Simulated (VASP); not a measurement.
Set up this calculation in VASP 6.6.1, as the native input.

```
Task                   : single point
Functional             : PBE
Potentials or basis    : VASP PAW PBE potentials, release 64 (Zr_sv, B)
Cutoff                 : 520 eV
k mesh                 : 6 × 6 × 6
Occupations            : fermi-dirac, width 0.05 eV
Spin                   : no spin polarisation
Dipole correction      : no
Further INCAR settings : ALGO = Normal; EDIFF = 1e-06; NBANDS = 14
```

The structure of ZrB lies in POSCAR:

```
ZrB
1.0
    0.0000000000      2.3250000000      2.3250000000
    2.3250000000      0.0000000000      2.3250000000
    2.3250000000      2.3250000000      0.0000000000
Zr B
1 1
Direct
    0.0000000000      0.0000000000      0.0000000000
    0.5000000000      0.5000000000      0.5000000000
```

One way to write it, as run:

INCAR

```
PREC = Accurate ; ENCUT = 520
EDIFF = 1E-6 ; ISMEAR = -1
SIGMA = 0.05 ; LREAL = F
LASPH = T ; NELM = 100
ALGO = Normal ; ISIF = 2
LWAVE = F ; LCHARG = F
GGA = PE ; NBANDS = 14
```

KPOINTS

```
Automatic mesh
0
Gamma
  6 6 6
```

Potentials or basis: VASP PAW PBE potentials, release 64 (Zr_sv, B).

The run is started by

```console
$ cat potpaw_PBE.64/Zr_sv/POTCAR potpaw_PBE.64/B/POTCAR > POTCAR
$ mpirun -np 1 vasp_std > vasp.out
```

Results of the run:

* Pressure: 35.1 GPa

Caveat: the k points lie up to 0.39 Å⁻¹ apart.

Run time: 5.2 s on 1 thread of Intel Xeon 6975P-C, on a shared host, peak memory 0.14 GiB.
